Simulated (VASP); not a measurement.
# ZnSe (zincblende type) (F-43m) in VASP: notebook

Runs on ZnSe (zincblende type). Level: PBE. Tasks: single point, relaxation of cell and atoms.

Everything below comes from runs of VASP 6.6.1. Logs are shortened: lines on timing, memory, paths and dates and some standing lists are left out, and cuts for length are marked.

### Step 1. The cell of the first run

The structure is cubic, space group F-43m (No. 216). The conventional cell has a = 5.011 Å, b = 5.011 Å, c = 5.011 Å, α = 90.00°, β = 90.00°, γ = 90.00°. Within 2.9 Å of Zn (site symmetry -43m) lie 4 Se at 2.17 Å. Se (site symmetry -43m) has 4 Zn at 2.17 Å within 2.9 Å.

### Step 2. Single point, PBE

File INCAR:

```
SYSTEM = ZnSe
PREC     = Accurate       ! precision mode
ENCUT    = 520            ! plane-wave cutoff, eV
EDIFF    = 1E-6           ! SCF threshold, eV
ISMEAR   = -1             ! smearing method
SIGMA    = 0.1            ! smearing width, eV
LREAL    = .False.        ! projectors in reciprocal space
LASPH    = .True.         ! aspherical terms in the spheres
NELM     = 80             ! most SCF steps
ALGO     = Normal         ! electronic algorithm
ISIF     = 2              ! what is computed and relaxed
LWAVE    = .False.        ! write WAVECAR
LCHARG   = .False.        ! write CHGCAR
GGA      = PE             ! functional
NBANDS   = 16             ! bands
```

File KPOINTS:

```
Automatic mesh
0
Gamma
  13 13 13
  0 0 0
```

File POSCAR:

```
ZnSe
1.0
    0.0000000000      2.5055882713      2.5055882713
    2.5055882713      0.0000000000      2.5055882713
    2.5055882713      2.5055882713      0.0000000000
Zn Se
1 1
Direct
    0.0000000000      0.0000000000      0.0000000000
    0.2500000000      0.2500000000      0.2500000000
```

Potentials or basis: VASP PAW PBE potentials, release 64 (Zn, Se).

Launch:

```
cat potpaw_PBE.64/Zn/POTCAR potpaw_PBE.64/Se/POTCAR > POTCAR
mpirun -np 1 vasp_std > vasp.out
```

OUTCAR:

```text
SYSTEM = ZnSe
   PREC = Accurate
   ENCUT = 520
   EDIFF = 1E-6
   ISMEAR = -1
   LREAL = .False.
   LASPH = .True.
   NELM = 80
   ISIF = 2
   GGA = PE

 ion  position               nearest neighbor table
   1  0.000  0.000  0.000-   2 2.17   2 2.17   2 2.17   2 2.17
   2  0.250  0.250  0.250-   1 2.17   1 2.17   1 2.17   1 2.17

  LATTYP: Found a face centered cubic cell.
 ALAT       =     5.0111765426

  Lattice vectors:

 A1 = (   0.0000000000,   2.5055882713,   2.5055882713)
 A2 = (   2.5055882713,   0.0000000000,   2.5055882713)
 A3 = (   2.5055882713,   2.5055882713,   0.0000000000)

Analysis of symmetry for initial positions (statically):
=====================================================================
 Subroutine PRICEL returns:
 Original cell was already a primitive cell.

 Routine SETGRP: Setting up the symmetry group for a
 face centered cubic supercell.

 Subroutine GETGRP returns: Found 24 space group operations
 (whereof 24 operations were pure point group operations)
 out of a pool of 48 trial point group operations.

The static configuration has the point symmetry T_d .

Analysis of symmetry for dynamics (positions and initial velocities):
=====================================================================
 Subroutine PRICEL returns:
 Original cell was already a primitive cell.

 Routine SETGRP: Setting up the symmetry group for a
 face centered cubic supercell.

 Subroutine GETGRP returns: Found 24 space group operations
 (whereof 24 operations were pure point group operations)
 out of a pool of 48 trial point group operations.

The dynamic configuration has the point symmetry T_d .

 Subroutine INISYM returns: Found 24 space group operations
 (whereof 24 operations are pure point group operations),
 and found     1 'primitive' translations

----------------------------------------------------------------------------------------

                                     Primitive cell

  volume of cell :      31.4600

  direct lattice vectors                    reciprocal lattice vectors
     0.000000000  2.505588271  2.505588271    -0.199553935  0.199553935  0.199553935
     2.505588271  0.000000000  2.505588271     0.199553935 -0.199553935  0.199553935
     2.505588271  2.505588271  0.000000000     0.199553935  0.199553935 -0.199553935

  length of vectors
     3.543436915  3.543436915  3.543436915     0.345637555  0.345637555  0.345637555

[... 71 lines left out ...]
   PREC   = accura    normal or accurate (medium, high low for compatibility)
   ISTART =      0    job   : 0-new  1-cont  2-samecut
   ICHARG =      2    charge: 1-file 2-atom 10-const
   ISPIN  =      1    spin polarized calculation?
   LNONCOLLINEAR =      F non collinear calculations
   LSORBIT =      F    spin-orbit coupling
   LASPH  =      T    aspherical Exc in radial PAW
   ENCUT  =  520.0 eV  38.22 Ry    6.18 a.u.   6.59  6.59  6.59*2*pi/ulx,y,z
   NELM   =     80;   NELMIN=  2; NELMDL= -5     # of ELM steps
   EDIFF  = 0.1E-05   stopping-criterion for ELM
   LREAL  =      F    real-space projection
[... 7 lines left out ...]
   TEBEG  =    0.0;   TEEND  =   0.0 temperature during run
   PSTRESS=    0.0 pullay stress
   NELECT =      18.0000    total number of electrons
   NUPDOWN=      -1.0000    fix difference up-down
   EMIN   =  10.00;   EMAX   =-10.00  energy-range for DOS
   EFERMI =   0.00;   METHOD = LEGACY
   ISMEAR =    -1;   SIGMA  =   0.10  broadening in eV -4-tet -1-fermi 0-gaus
   EFERMI_NEDOS =   21; number of points for ismear=-14 and -15
   IALGO  =     38    algorithm
   IMIX   =      4    mixing-type and parameters
     AMIX     =   0.40;   BMIX     =  1.00
     AMIX_MAG =   1.60;   BMIX_MAG =  1.00
  volume/ion in A,a.u.               =      15.73       106.15
  Fermi-wavevector in a.u.,A,eV,Ry     =   1.359083  2.568294 25.131409  1.847106
  Thomas-Fermi vector in A             =   2.485861
   LORBIT       =      0    0 simple, 1 ext, 2 COOP (PROOUT), +10 PAW based schemes
   GGA     = PE    functional components
   LHFCALC =     F    Hartree Fock is set to
   AEXX    =    0.0000 exact exchange contribution
   IVDW    =     0    specifies the selected vdW correction
   LEPSILON=     F    determine dielectric tensor
   LRPA    =     F    only Hartree local field effects (RPA)
 non-spin polarized calculation
  energy-cutoff  :      520.00
  volume of cell :       31.46
 maximum number of plane-waves:       881
   NGX = 13   NGY = 13   NGZ = 13

 number of electron      18.0000012 magnetization

 Free energy of the ion-electron system (eV)
  ---------------------------------------------------
  ext. energy  EPLUGINS =         0.00000000
  ---------------------------------------------------
  free energy    TOTEN  =        -4.06607187 eV

  energy without entropy =       -4.06607021  energy(sigma->0) =       -4.06607104

 E-fermi :   6.5647     XC(G=0): -11.1189

 val. band max:        5.5977049198   @ k =   0.0000   0.0000   0.0000
 cond. band min:       7.5037861762   @ k =   0.4615   0.4615   0.0000
 fundamental gap:      1.9060812564
 Fermi energy:         6.5646639864

 k-point     1 :       0.0000    0.0000    0.0000
  band No.  band energies     occupation
      1     -10.8362      2.00000
      2      -3.0920      2.00000
      3      -3.0920      2.00000
      4      -3.0920      2.00000
      5      -2.3048      2.00000
      6      -2.3048      2.00000
[... 433 lines left out ...]
      3      -2.8498      2.00000
      4      -2.7865      2.00000
      5      -2.2473      2.00000
      6      -2.2309      2.00000
[... 8 lines left out ...]
     15      20.1394      0.00000
     16      20.4295      0.00000

 [... further k-points ...]

------------------------ aborting loop because EDIFF is reached ----------------------------------------

  FORCE on cell =-STRESS in cart. coord.  units (eV):
  Direction    XX          YY          ZZ          XY          YZ          ZX
  --------------------------------------------------------------------------------------
  -------------------------------------------------------------------------------------
  Total       11.3962290     11.3962290     11.3962290     -0.0000000      0.0000000      0.0000000
  in kB      580.3802596    580.3802596    580.3802596     -0.0000000      0.0000000      0.0000000
  external PRESSURE =     580.3802596 kB  Pullay stress =       0.0000000 kB

 VOLUME and BASIS-vectors are now :
 -----------------------------------------------------------------------------
  energy-cutoff  :      520.00
  volume of cell :       31.46
      direct lattice vectors                 reciprocal lattice vectors
     0.000000000  2.505588271  2.505588271    -0.199553935  0.199553935  0.199553935
     2.505588271  0.000000000  2.505588271     0.199553935 -0.199553935  0.199553935
     2.505588271  2.505588271  0.000000000     0.199553935  0.199553935 -0.199553935

 POSITION                                       TOTAL-FORCE (eV/Angst)
 -----------------------------------------------------------------------------------
      0.00000      0.00000      0.00000        -0.000000     -0.000000     -0.000000
      1.25279      1.25279      1.25279         0.000000      0.000000      0.000000
 -----------------------------------------------------------------------------------
    total drift:                                0.000003      0.000003      0.000003

  FREE ENERGIE OF THE ION-ELECTRON SYSTEM (eV)
  ---------------------------------------------------
  free  energy   TOTEN  =        -4.0660718707 eV

  energy  without entropy=       -4.0660702065  energy(sigma->0) =       -4.06607104
```

It took 34 s on 1 thread of Intel Xeon 6975P-C, shared host; peak memory 0.19 GiB.

What came out:

- Free energy: -4.0661 eV
- Pressure: 58.0 GPa
- Band gap on the k mesh: 1.91 eV, indirect (least direct gap 2.97 eV)

Levels at points of the mesh, in eV from the valence-band top:
```csv
k point,band 5,band 6,band 7,band 8,band 9,band 10,band 11,band 12,band 13,band 14
"(0.00, 0.00, 0.00)",-7.90,-7.90,0.00,0.00,0.00,2.97,5.41,5.41,5.41,11.29
```

A k mesh can miss the band edges.

### Step 3. Single point, PBE

File INCAR:

```
ALGO     = Normal         # electronic algorithm
EDIFF    = 1E-7           # SCF threshold, eV
ENCUT    = 520            # plane-wave cutoff, eV
GGA      = PE             # functional
ISIF     = 2              # what is computed and relaxed
ISMEAR   = -1             # smearing method
LASPH    = True           # aspherical terms in the spheres
LCHARG   = False          # write CHGCAR
LREAL    = False          # projectors in reciprocal space
LWAVE    = False          # write WAVECAR
NBANDS   = 16             # bands
NELM     = 100            # most SCF steps
PREC     = Accurate       # precision mode
SIGMA    = 0.1            # smearing width, eV
```

File KPOINTS:

```
k-points
0
Gamma
  13 13 13
```

File POSCAR:

```
ZnSe
1.0
    0.0000000000      2.5058436698      2.5058436698
    2.5058436698      0.0000000000      2.5058436698
    2.5058436698      2.5058436698      0.0000000000
Zn Se
1 1
Direct
    0.0000000000      0.0000000000      0.0000000000
    0.2500000000      0.2500000000      0.2500000000
```

Potentials or basis: VASP PAW PBE potentials, release 64 (Zn, Se).

Launch:

```
cat potpaw_PBE.64/Zn/POTCAR potpaw_PBE.64/Se/POTCAR > POTCAR
mpirun -np 1 vasp_std > vasp.out
```

OUTCAR:

```text
EDIFF = 1E-7
   ENCUT = 520
   GGA = PE
   ISIF = 2
   ISMEAR = -1
   LASPH = True
   LREAL = False
   NELM = 100
   PREC = Accurate

 ion  position               nearest neighbor table
   1  0.000  0.000  0.000-   2 2.17   2 2.17   2 2.17   2 2.17
   2  0.250  0.250  0.250-   1 2.17   1 2.17   1 2.17   1 2.17

  LATTYP: Found a face centered cubic cell.
 ALAT       =     5.0116873396

  Lattice vectors:

 A1 = (   0.0000000000,   2.5058436698,   2.5058436698)
 A2 = (   2.5058436698,   0.0000000000,   2.5058436698)
 A3 = (   2.5058436698,   2.5058436698,   0.0000000000)

Analysis of symmetry for initial positions (statically):
=====================================================================
 Subroutine PRICEL returns:
 Original cell was already a primitive cell.

 Routine SETGRP: Setting up the symmetry group for a
 face centered cubic supercell.

 Subroutine GETGRP returns: Found 24 space group operations
 (whereof 24 operations were pure point group operations)
 out of a pool of 48 trial point group operations.

The static configuration has the point symmetry T_d .

Analysis of symmetry for dynamics (positions and initial velocities):
=====================================================================
 Subroutine PRICEL returns:
 Original cell was already a primitive cell.

 Routine SETGRP: Setting up the symmetry group for a
 face centered cubic supercell.

 Subroutine GETGRP returns: Found 24 space group operations
 (whereof 24 operations were pure point group operations)
 out of a pool of 48 trial point group operations.

The dynamic configuration has the point symmetry T_d .

 Subroutine INISYM returns: Found 24 space group operations
 (whereof 24 operations are pure point group operations),
 and found     1 'primitive' translations

----------------------------------------------------------------------------------------

[... 108 lines left out ...]
   EFERMI_NEDOS =   21; number of points for ismear=-14 and -15
   IALGO  =     38    algorithm
   IMIX   =      4    mixing-type and parameters
     AMIX     =   0.40;   BMIX     =  1.00
     AMIX_MAG =   1.60;   BMIX_MAG =  1.00
  volume/ion in A,a.u.               =      15.73       106.18
  Fermi-wavevector in a.u.,A,eV,Ry     =   1.358944  2.568033 25.126286  1.846730
  Thomas-Fermi vector in A             =   2.485735
   LORBIT       =      0    0 simple, 1 ext, 2 COOP (PROOUT), +10 PAW based schemes
   GGA     = PE    functional components
   LHFCALC =     F    Hartree Fock is set to
   AEXX    =    0.0000 exact exchange contribution
   IVDW    =     0    specifies the selected vdW correction
   LEPSILON=     F    determine dielectric tensor
   LRPA    =     F    only Hartree local field effects (RPA)
 non-spin polarized calculation
  energy-cutoff  :      520.00
  volume of cell :       31.47
 maximum number of plane-waves:       881
   NGX = 13   NGY = 13   NGZ = 13

 number of electron      18.0000012 magnetization

 Free energy of the ion-electron system (eV)
  ---------------------------------------------------
  ext. energy  EPLUGINS =         0.00000000
  ---------------------------------------------------
  free energy    TOTEN  =        -4.06955222 eV

  energy without entropy =       -4.06955057  energy(sigma->0) =       -4.06955140

 E-fermi :   6.5613     XC(G=0): -11.1172

 val. band max:        5.5937374775   @ k =   0.0000   0.0000   0.0000
 cond. band min:       7.5009019549   @ k =   0.4615   0.4615   0.0000
 fundamental gap:      1.9071644774
 Fermi energy:         6.5612629104

 k-point     1 :       0.0000    0.0000    0.0000
  band No.  band energies     occupation
      1     -10.8368      2.00000
      2      -3.0934      2.00000
      3      -3.0934      2.00000
      4      -3.0934      2.00000
      5      -2.3066      2.00000
      6      -2.3066      2.00000
[... 433 lines left out ...]
      3      -2.8513      2.00000
      4      -2.7879      2.00000
      5      -2.2492      2.00000
      6      -2.2327      2.00000
[... 8 lines left out ...]
     15      20.1334      0.00000
     16      20.4242      0.00000

 [... further k-points ...]

------------------------ aborting loop because EDIFF is reached ----------------------------------------

  FORCE on cell =-STRESS in cart. coord.  units (eV):
  Direction    XX          YY          ZZ          XY          YZ          ZX
  --------------------------------------------------------------------------------------
  -------------------------------------------------------------------------------------
  Total       11.3778244     11.3778244     11.3778244     -0.0000000      0.0000000     -0.0000000
  in kB      579.2658061    579.2658061    579.2658061     -0.0000000      0.0000000     -0.0000000
  external PRESSURE =     579.2658061 kB  Pullay stress =       0.0000000 kB

 VOLUME and BASIS-vectors are now :
 -----------------------------------------------------------------------------
  energy-cutoff  :      520.00
  volume of cell :       31.47
      direct lattice vectors                 reciprocal lattice vectors
     0.000000000  2.505843670  2.505843670    -0.199533597  0.199533597  0.199533597
     2.505843670  0.000000000  2.505843670     0.199533597 -0.199533597  0.199533597
     2.505843670  2.505843670  0.000000000     0.199533597  0.199533597 -0.199533597

 POSITION                                       TOTAL-FORCE (eV/Angst)
 -----------------------------------------------------------------------------------
      0.00000      0.00000      0.00000         0.000000      0.000000      0.000000
      1.25292      1.25292      1.25292        -0.000000     -0.000000     -0.000000
 -----------------------------------------------------------------------------------
    total drift:                                0.000003      0.000003      0.000003

  FREE ENERGIE OF THE ION-ELECTRON SYSTEM (eV)
  ---------------------------------------------------
  free  energy   TOTEN  =        -4.0695522239 eV

  energy  without entropy=       -4.0695505672  energy(sigma->0) =       -4.06955140
```

OSZICAR:

```text
N       E                     dE             d eps       ncg     rms          rms(c)
DAV:   1     0.931120940990E+02    0.93112E+02   -0.91321E+03  2704   0.146E+03
DAV:   2     0.655542017917E+00   -0.92457E+02   -0.86651E+02  2968   0.275E+02
DAV:   3    -0.441838538127E+01   -0.50739E+01   -0.50534E+01  3224   0.620E+01
DAV:   4    -0.445252009795E+01   -0.34135E-01   -0.34132E-01  3280   0.527E+00
DAV:   5    -0.445264332457E+01   -0.12323E-03   -0.12323E-03  3344   0.307E-01    0.102E+01
DAV:   6    -0.411489274829E+01    0.33775E+00   -0.62714E-01  3608   0.314E+01    0.711E+00
DAV:   7    -0.407252229780E+01    0.42370E-01   -0.26792E-01  3344   0.589E+00    0.274E+00
DAV:   8    -0.406999705835E+01    0.25252E-02   -0.10075E-02  4080   0.231E+00    0.565E-01
DAV:   9    -0.406950461242E+01    0.49245E-03   -0.23687E-03  3024   0.410E-01    0.707E-02
DAV:  10    -0.406952033647E+01   -0.15724E-04   -0.24090E-04  3488   0.170E-01    0.478E-02
DAV:  11    -0.406955001998E+01   -0.29684E-04   -0.34190E-05  3016   0.465E-02    0.195E-02
DAV:  12    -0.406955247072E+01   -0.24507E-05   -0.27349E-06  3640   0.224E-02    0.513E-03
DAV:  13    -0.406955224193E+01    0.22878E-06   -0.58782E-07  3488   0.150E-02    0.119E-03
DAV:  14    -0.406955222389E+01    0.18044E-07   -0.84522E-08  1952   0.284E-03
   1 F= -.40695522E+01 E0= -.40695514E+01  d E =-.165671E-05
```

stdout:

```text
POSCAR found type information on POSCAR ZnSe
 POSCAR found :  2 types and       2 ions
 scaLAPACK will be used
 LDA part: xc-table for (Slater+PW92), standard interpolation
 POSCAR, INCAR and KPOINTS ok, starting setup
 FFT: planning ... GRIDC
 FFT: planning ... GRID_SOFT
 FFT: planning ... GRID
 WAVECAR not read
 entering main loop
```

Wall time 36 s (1 thread of Intel Xeon 6975P-C, shared host); peak memory 0.19 GiB.

Results:

| Quantity | Value |
| --- | --- |
| Free energy | -4.0696 eV |
| Pressure | 57.9 GPa |
| Band gap on the k mesh | 1.91 eV, indirect (least direct gap 2.97 eV) |

A k mesh can miss the band edges. PBE gaps usually lie below the measured ones, often by a third to a half.

[end of part 1 of 2]
